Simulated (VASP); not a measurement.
# In (C2/c) in VASP: notebook

Runs on In. Level: PBEsol. Tasks: single point.

All numbers are computed with VASP 6.6.1; they aren't measurements. Logs are shortened: lines on timing, memory, paths and dates and some standing lists are left out, and cuts for length are marked.

### Step 1. The cell of the first run

Symmetry: C2/c, No. 15, monoclinic system. Conventional cell: a = 3.155 Å, b = 10.847 Å, c = 3.346 Å, α = 90.00°, β = 116.53°, γ = 90.00°. Within 4.2 Å of In (site symmetry 2) lie 14 In at 3.15 to 3.93 Å.

### Step 2. Single point, PBEsol

INCAR

```
  PREC = Accurate
  ENCUT = 520
  EDIFF = 1E-6
  ISMEAR = -1
  SIGMA = 0.1
  LREAL = False
  LASPH = True
  NELM = 60
  ALGO = Normal
  ISIF = 2
  LWAVE = False
  LCHARG = True
  GGA = PS
  LELF = True
  LVHAR = True
  ISYM = 0
  NBANDS = 20
```

KPOINTS

```
regular mesh
0
Gamma
  11 11 8
```

POSCAR

```
In
1.0
   -3.8478625909      3.8218635285      1.5772157236
    3.8218635285     -3.8478625909      1.5772157236
    2.1303547008      2.1303547008     -1.6248330540
In
2
Direct
    0.9993221845      0.0006778155      1.0000000000
    0.7506778155      0.2493221845      0.5000000000
```

Potentials or basis: VASP PAW PBE potentials, release 64 (In_d).

Launch:

```bash
> cat potpaw_PBE.64/In_d/POTCAR > POTCAR
> mpirun -np 1 vasp_std > vasp.out
```

OUTCAR:

```text
PREC = Accurate
   ENCUT = 520
   EDIFF = 1E-6
   ISMEAR = -1
   LREAL = False
   LASPH = True
   NELM = 60
   ISIF = 2
   GGA = PS
   ISYM = 0

 ion  position               nearest neighbor table
   1  0.999  0.001  0.000-   2 3.19   2 3.19   2 3.20   2 3.20   2 3.86   2 3.86   2 3.93   2 3.93

   2  0.751  0.249  0.500-   1 3.19   1 3.19   1 3.20   1 3.20   1 3.86   1 3.86   1 3.93   1 3.93

IMPORTANT INFORMATION: All symmetrisations will be switched off!
NOSYMM: (Re-)initialisation of all symmetry stuff for point group C_1.

----------------------------------------------------------------------------------------

                                     Primitive cell

  volume of cell :      51.2170

  direct lattice vectors                    reciprocal lattice vectors
    -3.847862591  3.821863529  1.577215724     0.056467682  0.186850434  0.319019785
     3.821863529 -3.847862591  1.577215724     0.186850434  0.056467682  0.319019785
     2.130354701  2.130354701 -1.624833054     0.236187439  0.236187439  0.003893349

  length of vectors
     5.648034772  5.648034772  3.422996459     0.373999074  0.373999074  0.334042170

  position of ions in fractional coordinates (direct lattice)
     0.999322185  0.000677815  0.000000000
     0.750677815  0.249322185  0.500000000

  ion indices of the primitive-cell ions
   primitive index   ion index
                 1           1
                 2           2

----------------------------------------------------------------------------------------

 KPOINTS: regular mesh

Automatic generation of k-mesh.
 Grid dimensions read from file:
 generate k-points for:   11   11    8

 Generating k-lattice:

  Cartesian coordinates                     Fractional coordinates (reciprocal lattice)
     0.005133426  0.016986403  0.029001799     0.090909091 -0.000000000  0.000000000
     0.016986403  0.005133426  0.029001799    -0.000000000  0.090909091  0.000000000
     0.029523430  0.029523430  0.000486669     0.000000000  0.000000000  0.125000000

  Length of vectors
     0.033999916  0.033999916  0.041755271

  Shift w.r.t. Gamma in fractional coordinates (k-lattice)
     0.000000000  0.000000000  0.000000000

 Subroutine IBZKPT returns following result:
 ===========================================

 Found    485 irreducible k-points:

[... 39 lines left out ...]
   ISPIN  =      1    spin polarized calculation?
   LNONCOLLINEAR =      F non collinear calculations
   LSORBIT =      F    spin-orbit coupling
   LASPH  =      T    aspherical Exc in radial PAW
   ENCUT  =  520.0 eV  38.22 Ry    6.18 a.u.  10.50 10.50  6.36*2*pi/ulx,y,z
   NELM   =     60;   NELMIN=  2; NELMDL= -5     # of ELM steps
   EDIFF  = 0.1E-05   stopping-criterion for ELM
   LREAL  =      F    real-space projection
   EDIFFG = 0.1E-04   stopping-criterion for IOM
   NSW    =      0    number of steps for IOM
   IBRION =     -1    ionic relax: 0-MD 1-quasi-New 2-CG
   NFREE  =      0    steps in history (QN), initial steepest desc. (CG)
   ISIF   =      2    stress and relaxation
   ISYM   =      0    0-nonsym 1-usesym 2-fastsym
   POTIM  = 0.5000    time-step for ionic-motion
   TEBEG  =    0.0;   TEEND  =   0.0 temperature during run
   PSTRESS=    0.0 pullay stress
   NELECT =      26.0000    total number of electrons
   NUPDOWN=      -1.0000    fix difference up-down
   EMIN   =  10.00;   EMAX   =-10.00  energy-range for DOS
   EFERMI =   0.00;   METHOD = LEGACY
   ISMEAR =    -1;   SIGMA  =   0.10  broadening in eV -4-tet -1-fermi 0-gaus
   EFERMI_NEDOS =   21; number of points for ismear=-14 and -15
   IALGO  =     38    algorithm
   IMIX   =      4    mixing-type and parameters
     AMIX     =   0.40;   BMIX     =  1.00
     AMIX_MAG =   1.60;   BMIX_MAG =  1.00
  volume/ion in A,a.u.               =      25.61       172.81
  Fermi-wavevector in a.u.,A,eV,Ry     =   1.305954  2.467895 23.204953  1.705516
  Thomas-Fermi vector in A             =   2.436789
   LORBIT       =      0    0 simple, 1 ext, 2 COOP (PROOUT), +10 PAW based schemes
   GGA     = PS    functional components
   LHFCALC =     F    Hartree Fock is set to
   AEXX    =    0.0000 exact exchange contribution
   IVDW    =     0    specifies the selected vdW correction
   LEPSILON=     F    determine dielectric tensor
   LRPA    =     F    only Hartree local field effects (RPA)
 non-spin polarized calculation
  energy-cutoff  :      520.00
  volume of cell :       51.22
 maximum number of plane-waves:      1397
 NGX is ok and might be reduce to    42
   NGX = 21   NGY = 21   NGZ = 13

 number of electron      25.9999999 magnetization

 Free energy of the ion-electron system (eV)
  ---------------------------------------------------
  ext. energy  EPLUGINS =         0.00000000
  ---------------------------------------------------
  free energy    TOTEN  =        -5.97526059 eV

  energy without entropy =       -5.94882872  energy(sigma->0) =       -5.96204466

 E-fermi :   7.5663     XC(G=0): -10.5039

 val. band max:        7.5544992115   @ k =  -0.2727  -0.2727   0.2500
 cond. band min:       7.5813478694   @ k =  -0.1818   0.2727   0.3750
 fundamental gap:      0.0268486579
 Fermi energy:         7.5662796645

 k-point     1 :       0.0000    0.0000    0.0000
  band No.  band energies     occupation
      1      -7.1160      2.00000
      2      -7.0747      2.00000
      3      -7.0390      2.00000
      4      -6.9534      2.00000
      5      -6.9256      2.00000
      6      -6.8583      2.00000
[... 541 lines left out ...]
     19      17.1207      0.00000
     20      17.5766      0.00000

 [... further k-points ...]

------------------------ aborting loop because EDIFF is reached ----------------------------------------

  FORCE on cell =-STRESS in cart. coord.  units (eV):
  Direction    XX          YY          ZZ          XY          YZ          ZX
  --------------------------------------------------------------------------------------
  -------------------------------------------------------------------------------------
  Total       -0.0034461     -0.0034429     -0.0191278     -0.0087803     -0.0010987     -0.0011031
  in kB       -0.1078027     -0.1077004     -0.5983572     -0.2746653     -0.0343711     -0.0345086
  external PRESSURE =      -0.2712868 kB  Pullay stress =       0.0000000 kB

 VOLUME and BASIS-vectors are now :
 -----------------------------------------------------------------------------
  energy-cutoff  :      520.00
  volume of cell :       51.22
      direct lattice vectors                 reciprocal lattice vectors
    -3.847862591  3.821863529  1.577215724     0.056467682  0.186850434  0.319019785
     3.821863529 -3.847862591  1.577215724     0.186850434  0.056467682  0.319019785
     2.130354701  2.130354701 -1.624833054     0.236187439  0.236187439  0.003893349

 POSITION                                       TOTAL-FORCE (eV/Angst)
 -----------------------------------------------------------------------------------
     -3.84266      3.81666      1.57722        -0.000212      0.000214      0.000001
     -0.87045      2.97481      0.76480         0.000212     -0.000214     -0.000001
 -----------------------------------------------------------------------------------
    total drift:                                0.000002     -0.000001     -0.000000

  FREE ENERGIE OF THE ION-ELECTRON SYSTEM (eV)
  ---------------------------------------------------
  free  energy   TOTEN  =        -5.9752605885 eV

  energy  without entropy=       -5.9488287234  energy(sigma->0) =       -5.96204466
```

stdout:

```text
POSCAR found type information on POSCAR In
 POSCAR found :  1 types and       2 ions
 scaLAPACK will be used
 -----------------------------------------------------------------------------
|                                                                             |
|                                                                             |
|     You enforced a specific xc type in the INCAR file but a different       |
|     I HOPE YOU KNOW WHAT YOU ARE DOING!                                     |
|                                                                             |
 -----------------------------------------------------------------------------

 LDA part: xc-table for (Slater+PW92), standard interpolation
 POSCAR, INCAR and KPOINTS ok, starting setup
 FFT: planning ... GRIDC
 FFT: planning ... GRID_SOFT
 FFT: planning ... GRID
 WAVECAR not read
 entering main loop
```

It took 5.3 min on 1 thread of Intel Xeon 6975P-C (Granite Rapids), shared host; peak memory 0.51 GiB.

Results:

- Free energy: -5.9753 eV
- Pressure: 0.0 GPa
- Band gap on the k mesh: zero (bands 13 and 14 overlap by 6.73 eV)

Caveat: the PAW data sets were made with another functional, which shifts forces and pressure a little; spin-orbit coupling is left out, which moves the levels of the heavy elements.

### Step 3. Single point, PBEsol (22.54 Å³/atom)

This run uses another cell than the first one, of 22.54 Å³/atom.

INCAR

```
SYSTEM = In
ALGO = Normal ; EDIFF = 1E-6
ENCUT = 520 ; GGA = PS
ISIF = 2 ; ISMEAR = -1
LASPH = .True. ; LCHARG = .False.
LREAL = .False. ; LWAVE = .False.
NBANDS = 20 ; NELM = 80
PREC = Accurate ; SIGMA = 0.1
```

KPOINTS

```
k-points
0
Gamma
  13 13 12
  0 0 0
```

POSCAR

```
In
1.0
   -3.6873450450      3.6624305603      1.5114205474
    3.6624305603     -3.6873450450      1.5114205474
    2.0414847632      2.0414847632     -1.5570514719
In
2
Direct
    0.9993221845      0.0006778155      1.0000000000
    0.7506778155      0.2493221845      0.5000000000
```

Potentials or basis: VASP PAW PBE potentials, release 64 (In_d).

Launch:

```bash
> cat potpaw_PBE.64/In_d/POTCAR > POTCAR
> mpirun -np 1 vasp_std > vasp.out
```

OUTCAR:

```text
SYSTEM = In
   EDIFF = 1E-6
   ENCUT = 520
   GGA = PS
   ISIF = 2
   ISMEAR = -1
   LASPH = .True.
   LREAL = .False.
   NELM = 80
   PREC = Accurate

 ion  position               nearest neighbor table
   1  0.999  0.001  0.000-   2 3.06   2 3.06   2 3.07   2 3.07   2 3.70   2 3.70   2 3.77   2 3.77

   2  0.751  0.249  0.500-   1 3.06   1 3.06   1 3.07   1 3.07   1 3.70   1 3.70   1 3.77   1 3.77

  Warning from LATTYP: Got some problem with cell dimensions!
  Tried to take original basis but could not verify dimensions!
  LATTYP: Found a base centered monoclinic cell.
 ALAT       =     3.0230464349
 B/A-ratio  =     3.4383038982
 C/A-ratio  =     1.0606854279
 COS(beta)  =    -0.4467332876

  Lattice vectors:

 A1 = (   3.6873450450,  -3.6624305603,  -1.5114205474)
 A2 = (  -3.6624305603,   3.6873450450,  -1.5114205474)
 A3 = (   2.0165702785,   2.0165702785,   1.4657896229)

Analysis of symmetry for initial positions (statically):
=====================================================================
 Subroutine PRICEL returns:
 Original cell was already a primitive cell.

 Routine SETGRP: Setting up the symmetry group for a
 base centered monoclinic supercell.

[... 166 lines left out ...]

 E-fermi :   9.1939     XC(G=0): -11.1327

 val. band max:        9.1932989366   @ k =   0.1538   0.1538   0.1667
 cond. band min:       9.1982681563   @ k =  -0.2308   0.2308   0.2500
 fundamental gap:      0.0049692197
 Fermi energy:         9.1939225089

 k-point     1 :       0.0000    0.0000    0.0000
  band No.  band energies     occupation
      1      -5.7630      2.00000
      2      -5.7307      2.00000
      3      -5.6794      2.00000
      4      -5.5402      2.00000
      5      -5.5045      2.00000
      6      -5.4128      2.00000
[... 541 lines left out ...]
     19      17.4485      0.00000
     20      18.9305      0.00000

 [... further k-points ...]

------------------------ aborting loop because EDIFF is reached ----------------------------------------

  FORCE on cell =-STRESS in cart. coord.  units (eV):
  Direction    XX          YY          ZZ          XY          YZ          ZX
  --------------------------------------------------------------------------------------
  -------------------------------------------------------------------------------------
  Total        2.1887739      2.1887739      2.2921103     -0.1730000      0.0626118      0.0626118
  in kB       77.8062789     77.8062789     81.4796708     -6.1497848      2.2257154      2.2257154
  external PRESSURE =      79.0307429 kB  Pullay stress =       0.0000000 kB

 VOLUME and BASIS-vectors are now :
 -----------------------------------------------------------------------------
  energy-cutoff  :      520.00
  volume of cell :       45.07
      direct lattice vectors                 reciprocal lattice vectors
    -3.687345045  3.662430560  1.511420547     0.058925834  0.194984409  0.332907358
     3.662430560 -3.687345045  1.511420547     0.194984409  0.058925834  0.332907358
     2.041484763  2.041484763 -1.557051472     0.246469153  0.246469153  0.004062835

 POSITION                                       TOTAL-FORCE (eV/Angst)
 -----------------------------------------------------------------------------------
     -3.68236      3.65745      1.51142        -0.020465      0.020465      0.000000
     -0.83414      2.85071      0.73289         0.020465     -0.020465     -0.000000
 -----------------------------------------------------------------------------------
    total drift:                               -0.000000      0.000000      0.000000

  FREE ENERGIE OF THE ION-ELECTRON SYSTEM (eV)
  ---------------------------------------------------
  free  energy   TOTEN  =        -5.8365572872 eV

  energy  without entropy=       -5.8114896026  energy(sigma->0) =       -5.82402344
```

OSZICAR:

```text
N       E                     dE             d eps       ncg     rms          rms(c)
DAV:   1     0.213619881588E+03    0.21362E+03   -0.12826E+04 22336   0.189E+03
DAV:   2     0.102092329926E+02   -0.20341E+03   -0.19957E+03 22380   0.385E+02
DAV:   3    -0.546176990367E+01   -0.15671E+02   -0.15564E+02 24796   0.123E+02
DAV:   4    -0.593126433551E+01   -0.46949E+00   -0.46918E+00 27316   0.221E+01
DAV:   5    -0.595899771535E+01   -0.27733E-01   -0.27731E-01 32380   0.439E+00    0.459E+00
DAV:   6    -0.585898096392E+01    0.10002E+00   -0.16016E-01 29804   0.738E+00    0.212E+00
DAV:   7    -0.583847157936E+01    0.20509E-01   -0.45248E-02 30644   0.351E+00    0.461E-01
DAV:   8    -0.583654454239E+01    0.19270E-02   -0.36834E-03 28232   0.868E-01    0.218E-02
DAV:   9    -0.583655489335E+01   -0.10351E-04   -0.92909E-05 35240   0.961E-02    0.162E-02
DAV:  10    -0.583655704151E+01   -0.21482E-05   -0.33533E-06 20520   0.266E-02    0.775E-03
DAV:  11    -0.583655728722E+01   -0.24571E-06   -0.10816E-06 19756   0.933E-03
   1 F= -.58365573E+01 E0= -.58240234E+01  d E =-.250677E-01
```

It took 3.6 min on 1 thread of Intel Xeon 6975P-C (Granite Rapids), shared host; peak memory 0.49 GiB.

Results:

| Quantity | Value |
| --- | --- |
| Free energy | -5.8366 eV |
| Pressure | 7.9 GPa |
| Largest force | 0.029 eV/Å |
| Band gap on the k mesh | zero (bands 13 and 14 overlap by 7.87 eV) |

Forces on the atoms (eV/Å):
```
In  -0.020  0.020  0.000
In   0.020 -0.020  0.000
```

Stress tensor (GPa, compression positive):
```
 7.78 -0.61  0.22
-0.61  7.78  0.22
 0.22  0.22  8.15
```

Levels at points of the mesh, in eV from the Fermi level:
| k point | band 9 | band 10 | band 11 | band 12 | band 13 | band 14 | band 15 | band 16 | band 17 | band 18 |
| --- | --- | --- | --- | --- | --- | --- | --- | --- | --- | --- |
| (0.00, 0.00, 0.00) | -14.42 | -14.27 | -10.70 | -4.49 | -4.13 | 7.57 | 11.65 | 11.66 | 11.67 | 11.71 |
| (0.00, 0.00, 0.50) | -14.29 | -14.29 | -5.49 | -5.49 | 0.13 | 0.13 | 1.41 | 1.41 | 7.35 | 7.35 |

Caveat: the cell stands under pressure; the PAW data sets were made with another functional, which shifts forces and pressure a little; spin-orbit coupling is left out, which moves the levels of the heavy elements.

### Step 4. Single point, PBEsol (25.61 Å³/atom)

INCAR

```
ALGO     = Normal         # electronic algorithm
EDIFF    = 1E-7           # SCF threshold, eV
ENCUT    = 520            # plane-wave cutoff, eV
GGA      = PS             # functional
ISIF     = 2              # what is computed and relaxed
ISMEAR   = -1             # smearing method
LASPH    = True           # aspherical terms in the spheres
LCHARG   = False          # write CHGCAR
LREAL    = False          # projectors in reciprocal space
LWAVE    = False          # write WAVECAR
NBANDS   = 20             # bands
NELM     = 100            # most SCF steps
PREC     = Accurate       # precision mode
SIGMA    = 0.1            # smearing width, eV
```

KPOINTS

```
k-points
0
Gamma
  13 13 12
```

POSCAR

```
In
1.0
   -3.8478625909      3.8218635285      1.5772157236
    3.8218635285     -3.8478625909      1.5772157236
    2.1303547008      2.1303547008     -1.6248330540
In
2
Direct
    0.9993221845      0.0006778155      1.0000000000
    0.7506778155      0.2493221845      0.5000000000
```

Launch:

```bash
> cat potpaw_PBE.64/In_d/POTCAR > POTCAR
> mpirun -np 1 vasp_std > vasp.out
```

Run time: 5.8 min. Hardware: 1 thread of AMD EPYC 9R45 (Zen 5), shared host; peak memory 0.53 GiB.

The run converged. Its results:

```
Free energy            : -5.9734 eV
Pressure               : 0.0 GPa
Largest force          : 0.014 eV/Å
Band gap on the k mesh : zero (bands 13 and 14 overlap by 7.03 eV)
```

Forces on the atoms (eV/Å):
```
In  -0.010  0.010  0.000
In   0.010 -0.010  0.000
```

Stress tensor (GPa, compression positive):
```
-0.09 -0.40  0.10
-0.40 -0.09  0.10
 0.10  0.10  0.19
```

Levels at points of the mesh, in eV from the Fermi level:
```
           k point  band 10  band 11  band 12  band 13  band 14  band 15  band 16  band 17
(0.00, 0.00, 0.00)   -14.18    -9.69    -4.39    -3.48     6.97    10.55    10.55    10.63
(0.00, 0.00, 0.50)   -14.20    -5.05    -5.05     0.02     0.02     1.44     1.44     6.87
```

Caveat: the PAW data sets were made with another functional, which shifts forces and pressure a little; spin-orbit coupling is left out, which moves the levels of the heavy elements.

[end of part 1 of 2]
